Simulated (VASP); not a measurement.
# Sc2Al (P6_3/mmc) in VASP: notebook

The runs below take Sc2Al through single point, with PBEsol, LDA.

Program: VASP 6.6.1. These are calculated values, not measurements. Logs are shortened: lines on timing, memory, paths and dates and some standing lists are left out, and cuts for length are marked.

### 1 The cell of the first run

The structure is hexagonal, space group P6_3/mmc (No. 194). The conventional cell has a = 4.893 Å, b = 4.893 Å, c = 6.161 Å, α = 90.00°, β = 90.00°, γ = 120.00°. Within 4.1 Å of Sc (site symmetry -3m) lie 8 Sc at 3.08 to 3.22 Å and 6 Al at 3.22 Å. Within 3.7 Å of Sc (site symmetry -6m2) lie 5 Al at 2.82 to 3.08 Å and 6 Sc at 3.22 Å. Within 3.7 Å of Al (site symmetry -6m2) lie 11 Sc at 2.82 to 3.22 Å.

### 2 Single point, PBEsol

The input, INCAR:

```
SYSTEM = Sc2Al
PREC = Accurate ; ENCUT = 520
EDIFF = 1E-6 ; ISMEAR = 0
SIGMA = 0.01 ; LREAL = .False.
LASPH = .True. ; NELM = 100
ALGO = Fast ; ISIF = 2
LWAVE = .False. ; LCHARG = .True.
GGA = PS ; LELF = .True.
LVHAR = .True. ; NBANDS = 34
```

The input, KPOINTS:

```
Automatic mesh
0
Gamma
  12 12 6
  0 0 0
```

The input, POSCAR:

```
Sc2Al
1.0
    4.8926114005      0.0000000000      0.0000000000
   -2.4463057002      4.2371257637      0.0000000000
    0.0000000000      0.0000000000      6.1614205700
Sc Al
4 2
Direct
    0.0000000000      0.0000000000      0.0000000000
    0.0000000000      0.0000000000      0.5000000000
    0.3333333333      0.6666666667      0.7500000000
    0.6666666667      0.3333333333      0.2500000000
    0.3333333333      0.6666666667      0.2500000000
    0.6666666667      0.3333333333      0.7500000000
```

Potentials or basis: VASP PAW PBE potentials, release 64 (Sc_sv, Al).

The run is started by

```
$ cat potpaw_PBE.64/Sc_sv/POTCAR potpaw_PBE.64/Al/POTCAR > POTCAR
$ mpirun -np 1 vasp_std > vasp.out
```

OUTCAR:

```text
SYSTEM = Sc2Al
   PREC = Accurate
   ENCUT = 520
   EDIFF = 1E-6
   ISMEAR = 0
   LREAL = .False.
   LASPH = .True.
   NELM = 100
   ISIF = 2
   GGA = PS

 ion  position               nearest neighbor table
   1  0.000  0.000  0.000-   2 3.08   2 3.08   4 3.22   5 3.22   6 3.22   3 3.22   3 3.22   5 3.22
                             4 3.22   6 3.22   4 3.22   6 3.22   3 3.22   5 3.22
   2  0.000  0.000  0.500-   1 3.08   1 3.08   4 3.22   5 3.22   6 3.22   3 3.22   3 3.22   5 3.22
                             4 3.22   6 3.22   4 3.22   6 3.22   3 3.22   5 3.22
   3  0.333  0.667  0.750-   6 2.82   6 2.82   6 2.82   5 3.08   5 3.08   1 3.22   2 3.22   2 3.22
                             1 3.22   2 3.22   1 3.22
   4  0.667  0.333  0.250-   5 2.82   5 2.82   5 2.82   6 3.08   6 3.08   1 3.22   2 3.22   1 3.22
                             2 3.22   1 3.22   2 3.22
   5  0.333  0.667  0.250-   4 2.82   4 2.82   4 2.82   3 3.08   3 3.08   1 3.22   2 3.22   2 3.22
                             1 3.22   2 3.22   1 3.22
   6  0.667  0.333  0.750-   3 2.82   3 2.82   3 2.82   4 3.08   4 3.08   1 3.22   2 3.22   1 3.22
                             2 3.22   1 3.22   2 3.22

  LATTYP: Found a hexagonal cell.
 ALAT       =     4.8926114005
 C/A-ratio  =     1.2593316872

  Lattice vectors:

 A1 = (   4.8926114005,   0.0000000000,   0.0000000000)
 A2 = (  -2.4463057002,   4.2371257637,   0.0000000000)
 A3 = (   0.0000000000,   0.0000000000,   6.1614205700)

Analysis of symmetry for initial positions (statically):
=====================================================================
 Subroutine PRICEL returns:
 Original cell was already a primitive cell.

 Routine SETGRP: Setting up the symmetry group for a
 hexagonal supercell.

 Subroutine GETGRP returns: Found 24 space group operations
 (whereof 12 operations were pure point group operations)
 out of a pool of 24 trial point group operations.

The static configuration has the point symmetry D_3d.
 The point group associated with its full space group is D_6h.

Analysis of symmetry for dynamics (positions and initial velocities):
=====================================================================
 Subroutine PRICEL returns:
 Original cell was already a primitive cell.

 Routine SETGRP: Setting up the symmetry group for a
 hexagonal supercell.

 Subroutine GETGRP returns: Found 24 space group operations
 (whereof 12 operations were pure point group operations)
 out of a pool of 24 trial point group operations.

The dynamic configuration has the point symmetry D_3d.
 The point group associated with its full space group is D_6h.

 Subroutine INISYM returns: Found 24 space group operations
 (whereof 12 operations are pure point group operations),
 and found     1 'primitive' translations

----------------------------------------------------------------------------------------

                                     Primitive cell

  volume of cell :     127.7300

  direct lattice vectors                    reciprocal lattice vectors
     4.892611400  0.000000000  0.000000000     0.204389827  0.118004522  0.000000000
    -2.446305700  4.237125764  0.000000000     0.000000000  0.236009044  0.000000000
     0.000000000  0.000000000  6.161420570     0.000000000  0.000000000  0.162300234

  length of vectors
     4.892611400  4.892611400  6.161420570     0.236009044  0.236009044  0.162300234

  position of ions in fractional coordinates (direct lattice)
     0.000000000  0.000000000  0.000000000
     0.000000000  0.000000000  0.500000000
     0.333333333  0.666666667  0.750000000
     0.666666667  0.333333333  0.250000000
     0.333333333  0.666666667  0.250000000
     0.666666667  0.333333333  0.750000000

  ion indices of the primitive-cell ions
   primitive index   ion index
                 1           1
                 2           2
                 3           3
                 4           4
                 5           5
                 6           6

----------------------------------------------------------------------------------------

 KPOINTS: Automatic mesh

Automatic generation of k-mesh.
 Grid dimensions read from file:
 generate k-points for:   12   12    6

 Generating k-lattice:

  Cartesian coordinates                     Fractional coordinates (reciprocal lattice)
     0.017032486  0.009833710  0.000000000     0.083333333  0.000000000  0.000000000
     0.000000000  0.019667420  0.000000000     0.000000000  0.083333333  0.000000000
     0.000000000  0.000000000  0.027050039     0.000000000  0.000000000  0.166666667

  Length of vectors
     0.019667420  0.019667420  0.027050039

  Shift w.r.t. Gamma in fractional coordinates (k-lattice)
     0.000000000  0.000000000  0.000000000

 Subroutine IBZKPT returns following result:
 ===========================================

 Found     76 irreducible k-points:

 Following reciprocal coordinates:
            Coordinates               Weight
  0.000000  0.000000  0.000000      1.000000
  0.083333 -0.000000  0.000000      6.000000
  0.166667 -0.000000  0.000000      6.000000
  0.250000 -0.000000  0.000000      6.000000
  0.333333 -0.000000  0.000000      6.000000
  0.416667  0.000000  0.000000      6.000000
[... 16 lines left out ...]
  0.250000 -0.000000  0.166667     12.000000
  0.333333 -0.000000  0.166667     12.000000
 [... further k-points ...]
   k-points           NKPTS =     76   k-points in BZ     NKDIM =     76   number of bands    NBANDS=     34
   number of dos      NEDOS =    301   number of ions     NIONS =      6
   total plane-waves  NPLWV =  62208
   dimension x,y,z NGX =    36 NGY =   36 NGZ =   48
   dimension x,y,z NGXF=    72 NGYF=   72 NGZF=   96
   ions per type =               4   2
   NGX,Y,Z   is equivalent  to a cutoff of  12.23, 12.23, 12.95 a.u.
   NGXF,Y,Z  is equivalent  to a cutoff of  24.46, 24.46, 25.90 a.u.
 SYSTEM =  Sc2Al
   PREC   = accura    normal or accurate (medium, high low for compatibility)
   ISTART =      0    job   : 0-new  1-cont  2-samecut
   ICHARG =      2    charge: 1-file 2-atom 10-const
   ISPIN  =      1    spin polarized calculation?
   LNONCOLLINEAR =      F non collinear calculations
   LSORBIT =      F    spin-orbit coupling
   LASPH  =      T    aspherical Exc in radial PAW
   ENCUT  =  520.0 eV  38.22 Ry    6.18 a.u.   9.10  9.10 11.46*2*pi/ulx,y,z
   NELM   =    100;   NELMIN=  2; NELMDL= -5     # of ELM steps
   EDIFF  = 0.1E-05   stopping-criterion for ELM
   LREAL  =      F    real-space projection
   EDIFFG = 0.1E-04   stopping-criterion for IOM
   NSW    =      0    number of steps for IOM
   IBRION =     -1    ionic relax: 0-MD 1-quasi-New 2-CG
   NFREE  =      0    steps in history (QN), initial steepest desc. (CG)
   ISIF   =      2    stress and relaxation
   ISYM   =      2    0-nonsym 1-usesym 2-fastsym
   POTIM  = 0.5000    time-step for ionic-motion
   TEBEG  =    0.0;   TEEND  =   0.0 temperature during run
   PSTRESS=    0.0 pullay stress
   NELECT =      50.0000    total number of electrons
   NUPDOWN=      -1.0000    fix difference up-down
   EMIN   =  10.00;   EMAX   =-10.00  energy-range for DOS
   EFERMI =   0.00;   METHOD = LEGACY
   ISMEAR =     0;   SIGMA  =   0.01  broadening in eV -4-tet -1-fermi 0-gaus
   EFERMI_NEDOS =   21; number of points for ismear=-14 and -15
   IALGO  =     68    algorithm
   IMIX   =      4    mixing-type and parameters
     AMIX     =   0.40;   BMIX     =  1.00
     AMIX_MAG =   1.60;   BMIX_MAG =  1.00
  volume/ion in A,a.u.               =      21.29       143.66
  Fermi-wavevector in a.u.,A,eV,Ry     =   1.197569  2.263077 19.513086  1.434171
  Thomas-Fermi vector in A             =   2.333480
   LORBIT       =      0    0 simple, 1 ext, 2 COOP (PROOUT), +10 PAW based schemes
   GGA     = PS    functional components
   LHFCALC =     F    Hartree Fock is set to
   AEXX    =    0.0000 exact exchange contribution
   IVDW    =     0    specifies the selected vdW correction
   LEPSILON=     F    determine dielectric tensor
   LRPA    =     F    only Hartree local field effects (RPA)
 non-spin polarized calculation
 RMM-DIIS sequential band-by-band and
 Gauss-broadening in eV      SIGMA  =   0.01
  energy-cutoff  :      520.00
  volume of cell :      127.73
 maximum number of plane-waves:      3455
   NGX = 19   NGY = 19   NGZ = 23

 number of electron      50.0000002 magnetization

 Free energy of the ion-electron system (eV)
  ---------------------------------------------------
  ext. energy  EPLUGINS =         0.00000000
  ---------------------------------------------------
  free energy    TOTEN  =       -36.69890669 eV

  energy without entropy =      -36.69854037  energy(sigma->0) =      -36.69872353

 E-fermi :   4.7581     XC(G=0): -10.1865

 val. band max:        4.7580935420   @ k =   0.2500   0.0833   0.1667
 cond. band min:       4.7607771619   @ k =   0.1667  -0.0000   0.0000
 fundamental gap:      0.0026836199
 Fermi energy:         4.7580965353

 k-point     1 :       0.0000    0.0000    0.0000
  band No.  band energies     occupation
      1     -44.5557      2.00000
      2     -44.4948      2.00000
      3     -44.4887      2.00000
      4     -44.4703      2.00000
      5     -23.4083      2.00000
      6     -23.3788      2.00000
[... 26 lines left out ...]
     33       8.1385      0.00000
     34       9.0129      0.00000

 k-point     2 :       0.0833   -0.0000    0.0000
  band No.  band energies     occupation
      1     -44.5548      2.00000
      2     -44.4948      2.00000
      3     -44.4887      2.00000
      4     -44.4712      2.00000
      5     -23.4142      2.00000
      6     -23.3815      2.00000
[... 26 lines left out ...]
     33       7.5324      0.00000
     34       8.1684      0.00000

 k-point     3 :       0.1667   -0.0000    0.0000
  band No.  band energies     occupation
      1     -44.5520      2.00000
      2     -44.4948      2.00000
      3     -44.4888      2.00000
      4     -44.4738      2.00000
      5     -23.4292      2.00000
      6     -23.3883      2.00000
[... 26 lines left out ...]
     33       7.3257      0.00000
     34       7.3427      0.00000
[... 704 lines left out ...]
 k-point    23 :       0.2500   -0.0000    0.1667
  band No.  band energies     occupation
      1     -44.5451      2.00000
      2     -44.5015      2.00000
      3     -44.4850      2.00000
      4     -44.4778      2.00000
      5     -23.4268      2.00000
      6     -23.3910      2.00000
[... 26 lines left out ...]
     33       7.0209      0.00000
     34       7.5912      0.00000

 k-point    24 :       0.3333   -0.0000    0.1667
  band No.  band energies     occupation
      1     -44.5406      2.00000
      2     -44.5002      2.00000
      3     -44.4865      2.00000
      4     -44.4820      2.00000
      5     -23.4417      2.00000
      6     -23.3987      2.00000
[... 26 lines left out ...]
     33       6.7493      0.00000
     34       7.2175      0.00000

 [... further k-points ...]
[... 5 lines left out ...]
  --------------------------------------------------------------------------------------
  -------------------------------------------------------------------------------------
  Total       -1.4764603     -1.4764603     -1.8272854     -0.0000000      0.0000000     -0.0000000
  in kB      -18.5199337    -18.5199337    -22.9204974     -0.0000000      0.0000000     -0.0000000
  external PRESSURE =     -19.9867882 kB  Pullay stress =       0.0000000 kB

 VOLUME and BASIS-vectors are now :
 -----------------------------------------------------------------------------
  energy-cutoff  :      520.00
  volume of cell :      127.73
      direct lattice vectors                 reciprocal lattice vectors
     4.892611400  0.000000000  0.000000000     0.204389827  0.118004522  0.000000000
    -2.446305700  4.237125764  0.000000000     0.000000000  0.236009044  0.000000000
     0.000000000  0.000000000  6.161420570     0.000000000  0.000000000  0.162300234

 POSITION                                       TOTAL-FORCE (eV/Angst)
 -----------------------------------------------------------------------------------
      0.00000      0.00000      0.00000        -0.000000     -0.000000      0.000000
      0.00000      0.00000      3.08071         0.000000     -0.000000      0.000000
     -0.00000      2.82475      4.62107         0.000000     -0.000000      0.000000
      2.44631      1.41238      1.54036        -0.000000      0.000000     -0.000000
     -0.00000      2.82475      1.54036        -0.000000     -0.000000     -0.000000
      2.44631      1.41238      4.62107         0.000000      0.000000      0.000000
 -----------------------------------------------------------------------------------
    total drift:                               -0.000000      0.000000     -0.000000

  FREE ENERGIE OF THE ION-ELECTRON SYSTEM (eV)
  ---------------------------------------------------
  free  energy   TOTEN  =       -36.6989066889 eV

  energy  without entropy=      -36.6985403708  energy(sigma->0) =      -36.69872353
```

Run time: 8 min. Hardware: 1 thread of Intel Xeon 6975P-C, shared host; peak memory 0.42 GiB.

Results:

```yaml
Free_energy: -36.6989 eV
Pressure: -2.0 GPa
Band_gap_on_the_k_mesh: zero (band 25 reaches 5.09 eV, above the bottom of band 26 at 4.37 eV)
```

Caveat: the PAW data sets were made with another functional, which shifts forces and pressure a little.

### 3 Single point, LDA

The input, INCAR:

```
SYSTEM = Sc2Al
ALGO = Fast
EDIFF = 1E-7
ENCUT = 520
ISIF = 2
ISMEAR = 0
LASPH = .True.
LCHARG = .True.
LELF = .True.
LREAL = .False.
LVHAR = .True.
LWAVE = .False.
NBANDS = 34
NELM = 80
PREC = Accurate
SIGMA = 0.1
```

The input, KPOINTS:

```
k-points
0
Gamma
  12 12 6
  0 0 0
```

POSCAR is that of step 2.

Potentials or basis: VASP PAW LDA potentials, release 64 (Sc_sv, Al).

The run is started by

```
$ cat potpaw_LDA.64/Sc_sv/POTCAR potpaw_LDA.64/Al/POTCAR > POTCAR
$ mpirun -np 1 vasp_std > vasp.out
```

Wall time 11 min (1 thread of AMD EPYC 7R43 (Zen 3), shared host); peak memory 0.33 GiB.

The run converged. Its results:

| Quantity | Value |
| --- | --- |
| Free energy | -37.3553 eV |
| Pressure | -4.5 GPa |
| Band gap on the k mesh | zero (band 25 reaches 4.94 eV, above the bottom of band 26 at 4.22 eV) |

Stress tensor (GPa, compression positive):
```
-4.43  0.00  0.00
 0.00 -4.43  0.00
 0.00  0.00 -4.52
```

Levels at points of the mesh, in eV from the Fermi level:
| k point | band 21 | band 22 | band 23 | band 24 | band 25 | band 26 | band 27 | band 28 | band 29 | band 30 |
| --- | --- | --- | --- | --- | --- | --- | --- | --- | --- | --- |
| (0.00, 0.00, 0.00) | -1.76 | -0.68 | -0.63 | -0.63 | -0.38 | -0.38 | -0.05 | -0.05 | 1.82 | 1.94 |
| (0.50, 0.00, 0.00) | -1.18 | -1.12 | -1.01 | -0.77 | -0.65 | 0.23 | 0.34 | 0.79 | 1.10 | 1.20 |
| (0.00, 0.00, 0.50) | -1.44 | -1.44 | -1.05 | -1.05 | 0.09 | 0.09 | 0.09 | 0.09 | 1.46 | 1.46 |
| (0.50, 0.00, 0.50) | -1.10 | -1.10 | -0.83 | -0.83 | 0.17 | 0.17 | 0.47 | 0.47 | 1.11 | 1.11 |

### 4 Single point, PBEsol

The input, INCAR:

```
SYSTEM = Sc2Al
PREC     = Accurate       ! precision mode
ENCUT    = 520            ! plane-wave cutoff, eV
EDIFF    = 1E-6           ! SCF threshold, eV
ISMEAR   = 0              ! smearing method
SIGMA    = 0.1            ! smearing width, eV
LREAL    = .FALSE.        ! projectors in reciprocal space
LASPH    = .TRUE.         ! aspherical terms in the spheres
NELM     = 80             ! most SCF steps
ALGO     = Fast           ! electronic algorithm
ISIF     = 2              ! what is computed and relaxed
LWAVE    = .FALSE.        ! write WAVECAR
LCHARG   = .FALSE.        ! write CHGCAR
GGA      = PS             ! functional
NBANDS   = 34             ! bands
```

The input, KPOINTS:

```
Automatic mesh
0
G
  12 12 6
  0 0 0
```

The input, POSCAR:

```
Sc2Al
1.0
    4.8926114005      0.0000000000      0.0000000000
   -2.4463057002      4.2371257637      0.0000000000
    0.0000000000      0.0000000000      6.1614205700
Sc Al
4 2
Direct
    0.0000000000      0.0000000000      0.0000000000
    0.0000000000      0.0000000000      0.5000000000
    0.3333333300      0.6666666700      0.7500000000
    0.6666666700      0.3333333300      0.2500000000
    0.3333333300      0.6666666700      0.2500000000
    0.6666666700      0.3333333300      0.7500000000
```

Potentials or basis: VASP PAW PBE potentials, release 64 (Sc_sv, Al).

The run is started by

```
$ cat potpaw_PBE.64/Sc_sv/POTCAR potpaw_PBE.64/Al/POTCAR > POTCAR
$ mpirun -np 1 vasp_std > vasp.out
```

Wall time 6.6 min (1 thread of Intel Xeon Platinum 8259CL at 2.50GHz (Skylake/Cascade Lake), shared host); peak memory 0.41 GiB.

It converged, with:

```yaml
Free_energy: -36.7166 eV
Pressure: -2.0 GPa
Band_gap_on_the_k_mesh: zero (band 25 reaches 5.09 eV, above the bottom of band 26 at 4.37 eV)
```

Stress tensor (GPa, compression positive):
```
-1.90  0.00  0.00
 0.00 -1.90  0.00
 0.00  0.00 -2.13
```

Levels at points of the mesh, in eV from the Fermi level:
| k point | band 23 | band 24 | band 25 | band 26 | band 27 | band 28 |
| --- | --- | --- | --- | --- | --- | --- |
| (0.00, 0.00, 0.00) | -0.66 | -0.66 | -0.38 | -0.38 | -0.06 | -0.06 |
| (0.50, 0.00, 0.00) | -1.06 | -0.85 | -0.66 | 0.22 | 0.37 | 0.83 |
| (0.00, 0.00, 0.50) | -1.06 | -1.06 | 0.09 | 0.09 | 0.09 | 0.09 |
| (0.50, 0.00, 0.50) | -0.87 | -0.87 | 0.18 | 0.18 | 0.50 | 0.50 |

Caveat: the PAW data sets were made with another functional, which shifts forces and pressure a little.

### 5 Overview

| level | potentials or basis | smearing | further INCAR settings | gap on the mesh (eV) | pressure (GPa) |
| --- | --- | --- | --- | --- | --- |
| PBEsol | VASP PAW PBE potentials, release 64 (Sc_sv, Al) | gaussian 0.01 eV | ALGO = Fast; EDIFF = 1e-06; NBANDS = 34 | none | -2.0 |
| LDA | VASP PAW LDA potentials, release 64 (Sc_sv, Al) | gaussian 0.1 eV | ALGO = Fast; EDIFF = 1e-07; NBANDS = 34 | none | -4.5 |
| PBEsol | VASP PAW PBE potentials, release 64 (Sc_sv, Al) | gaussian 0.1 eV | ALGO = Fast; EDIFF = 1e-06; NBANDS = 34 | none | -2.0 |

Alike in all rows: task single point; no spin polarisation; cell as given; k mesh 12 × 12 × 6; cutoff (eV) 520.

Caveats: the PAW data sets were made with another functional, which shifts forces and pressure a little (some runs).

Absolute energies hang on the potentials; compare differences alone.
